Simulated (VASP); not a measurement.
## SiW (zincblende type): relaxation of cell and atoms with PBE

Crystal: SiW (zincblende type).

```
W Si
1.0
     0.00000    2.26919    2.26919
     2.26919    0.00000    2.26919
     2.26919    2.26919    0.00000
W Si
1 1
Direct
  0.00000 0.00000 0.00000
  0.25000 0.25000 0.25000
```

- Program: VASP 6.6.1
- Task: relaxation of cell and atoms
- Functional: PBE
- Potentials or basis: VASP PAW PBE potentials, release 64 (W_sv, Si)
- Cutoff: 600 eV
- k mesh: 13 × 13 × 13
- Occupations: fermi-dirac, width 0.1 eV
- Spin: no spin polarisation
- Target pressure: 160 GPa
- Dipole correction: no
- Further INCAR settings: ALGO = Normal; EDIFF = 1e-06; IBRION = 2; EDIFFG = -0.005; NSW = 60; ISIF = 3

```
Relaxed volume                                         : 12.79 Å³/atom
Relaxed cell                                           : a = 3.308 Å, b = 3.308 Å, c = 3.308 Å, α = 60.00°, β = 60.00°, γ = 60.00°
Space group after relaxing (to 0.05 Å)                 : F-43m (No. 216)
Energy change on relaxing (the enthalpy is what falls) : -1300.8 meV/atom
Ionic steps                                            : 19
Pressure after relaxing                                : 160.0 GPa
Band gap on the k mesh                                 : zero (band 9 reaches 12.56 eV, above the bottom of band 10 at 11.03 eV)
```

Step by step:
```csv
step,energy change (eV),largest force (eV/Å),pressure (GPa),volume (Å³)
1,0.0000,0.0000,218.98,23.37
2,-8.4722,0.0000,7.08,41.14
3,-3.1971,0.0000,146.54,26.21
4,-2.6278,0.0000,159.44,25.61
5,-2.5816,0.0000,160.47,25.57
6,-2.5826,0.0000,160.46,25.57
7,-2.5856,0.0000,160.39,25.57
8,-2.5857,0.0000,160.37,25.57
9,-2.5857,0.0000,160.37,25.57
10,-2.5858,0.0000,160.37,25.57
11,-2.5860,0.0000,160.37,25.57
12,-2.5864,0.0000,160.36,25.57
13,-2.5872,0.0000,160.36,25.57
14,-2.5888,0.0000,160.34,25.57
15,-2.5920,0.0000,160.25,25.58
16,-2.5984,0.0000,160.13,25.58
17,-2.6112,0.0000,159.81,25.60
18,-2.6035,0.0000,159.92,25.59
19,-2.6015,0.0000,159.97,25.59
```

Final structure:
```
W Si
1.0
     0.00000    2.33883    2.33883
     2.33883    0.00000    2.33883
     2.33883    2.33883    0.00000
W Si
1 1
Direct
  0.00000 0.00000 0.00000
  0.25000 0.25000 0.25000
```

Levels at points of the mesh, in eV from the Fermi level:
```csv
k point,band 5,band 6,band 7,band 8,band 9,band 10,band 11,band 12,band 13
"(0.00, 0.00, 0.00)",-12.05,-4.18,-4.18,-4.18,-0.56,-0.56,8.61,8.87,8.87
```

Wall time 100 s on 1 thread of Intel(R) Xeon(R) 6975P-C (Granite Rapids) (shared host), peak memory 0.19 GiB.

Caveat: the cell is relaxed towards a set pressure, so the enthalpy falls and the energy may rise; spin-orbit coupling is left out, which moves the levels of the heavy elements.
